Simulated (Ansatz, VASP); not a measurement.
**One calculation of La, two programs**

File INCAR:

```
  PREC = Accurate
  ENCUT = 520
  EDIFF = 1E-7
  ISMEAR = -1
  SIGMA = 0.08
  LREAL = F
  LASPH = T
  NELM = 100
  ALGO = Normal
  ISIF = 2
  LWAVE = F
  LCHARG = F
  GGA = PE
  NBANDS = 12
```

Contents of KPOINTS:

```
regular mesh
0
Gamma
  13 13 13
```

File POSCAR:

```
La
1.0
   -1.6203510678      1.6203510678      1.6203510678
    1.6203510678     -1.6203510678      1.6203510678
    1.6203510678      1.6203510678     -1.6203510678
La
1
Direct
    0.0000000000      0.0000000000      0.0000000000
```

Input for Ansatz:

```yaml
crystal:
  lattice:
    - [-1.6203510678, 1.6203510678, 1.6203510678]
    - [1.6203510678, -1.6203510678, 1.6203510678]
    - [1.6203510678, 1.6203510678, -1.6203510678]
  atoms:
    - { symbol: La, position: [0.0, 0.0, 0.0] }
kpoints:
  mp_grid: { grid: [13, 13, 13] }
scf:
  occupations: { method: fermi_dirac, width: 0.08 }
hamiltonian:
  xc: pbe
  pseudopotentials: { kind: all_electron, datasets: crystal }
output:
  forces: true
  stress: true
  eigenvalues: true
```

Change from the starting cell: volume scaled by 0.45, crystal datasets.

Alike in both runs: task single point; functional PBE; k mesh 13 × 13 × 13; occupations fermi-dirac, width 0.08 eV; no spin polarisation.

|  | VASP | Ansatz |
| --- | --- | --- |
| version | VASP 6.6.1 | Ansatz 0.2.0 |
| potentials or method | VASP PAW PBE potentials, release 64 (La), cutoff 520 eV | all-electron PAW with datasets made for the crystal, scalar-relativistic |

VASP gave:

| Quantity | Value |
| --- | --- |
| pressure (GPa) | 91.9 |

Problem. Which values does Ansatz return?

Solution. Pressure (GPa): 91.6.

Both programs put the cell under a high pressure, so it lies far from rest at this level. Ansatz ran all-electron here, and VASP with PAW potentials.

Neither program's run includes spin-orbit coupling. Noted on VASP's run: the cell as given lies far from equilibrium.
